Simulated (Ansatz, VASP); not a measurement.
GaN in VASP and in Ansatz

INCAR

```
ALGO = Normal
EDIFF = 1E-7
ENCUT = 520
GGA = PE
ISIF = 2
ISMEAR = 0
LASPH = True
LCHARG = False
LREAL = False
LWAVE = False
NBANDS = 16
NELM = 80
PREC = Accurate
SIGMA = 0.05
```

KPOINTS

```
k-points
0
Gamma
  10 10 10
```

Contents of POSCAR:

```
GaN
1.0
    0.0000000000      2.2535006075      2.3098381227
    2.2535006075      0.0000000000      2.3098381227
    2.2535006075      2.2535006075      0.0000000000
Ga N
1 1
Direct
    0.0000000000      0.0000000000      0.0000000000
    0.7500000000      0.7500000000      0.7500000000
```

Input for Ansatz:

```yaml
crystal:
  lattice:
    - [0.0, 2.2535006075, 2.3098381227]
    - [2.2535006075, 0.0, 2.3098381227]
    - [2.2535006075, 2.2535006075, 0.0]
  atoms:
    - { symbol: Ga, position: [0.0, 0.0, 0.0] }
    - { symbol: "N", position: [0.75, 0.75, 0.75] }
basis:
  ecutwfc: 420
kpoints:
  mp_grid: { grid: [10, 10, 10] }
hamiltonian:
  xc: pbe
scf:
  occupations: { method: gaussian, width: 0.05 }
output:
  forces: true
  stress: true
  eigenvalues: true
```

Change from the starting cell: strain +0.000 along x and y, +0.025 along z, atoms carried along.

Alike in both runs: task single point; functional PBE; k mesh 10 × 10 × 10; occupations gaussian, width 0.05 eV; no spin polarisation.

|  | VASP | Ansatz |
| --- | --- | --- |
| version | VASP 6.6.1 | Ansatz 0.2.0 |
| potentials or method | VASP PAW PBE potentials, release 64 (Ga_d, N), cutoff 520 eV | scalar-relativistic, plane waves, PAW |
| valence electrons in the cell | 18 | 18 |

```tsv
	VASP	Ansatz	Ansatz less VASP
gap on the k mesh at the Fermi level (eV)	1.52	1.52	-0.006
least direct gap on the mesh (eV)	1.52	1.52	-0.006
pressure (GPa)	0.5	0.4	-0.08
traceless stress, the component that is largest in VASP (GPa)	-2.13	-2.13	+0.002
```
